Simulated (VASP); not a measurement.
Here is a VASP 6.6.1 calculation.

File INCAR:

```
PREC = Accurate ; ENCUT = 520
EDIFF = 1E-7 ; ISMEAR = 0
SIGMA = 0.05 ; LREAL = False
LASPH = True ; NELM = 80
ALGO = Normal ; ISIF = 2
LWAVE = False ; LCHARG = True
GGA = PE ; LELF = True
LVHAR = True ; NBANDS = 16
```

The input KPOINTS:

```
regular mesh
0
Gamma
  12 12 6
```

The input POSCAR:

```
Si
1.0
    4.0341116679      0.0000000000      0.0000000000
   -2.0170558339      3.4936431861      0.0000000000
    0.0000000000      0.0000000000      5.8002457560
Si
4
Direct
    0.3333333333      0.6666666667      0.0535050491
    0.6666666667      0.3333333333      0.5535050491
    0.3333333333      0.6666666667      0.4464949509
    0.6666666667      0.3333333333      0.9464949509
```

Potentials or basis: VASP PAW PBE potentials, release 64 (Si).

Run with:

```sh
$ cat potpaw_PBE.64/Si/POTCAR > POTCAR
$ mpirun -np 1 vasp_std > vasp.out
```

(1) Predict the pressure.

(2) Predict the largest force.

Answers

(1) 0.6 GPa.

(2) 0.279 eV/Å.
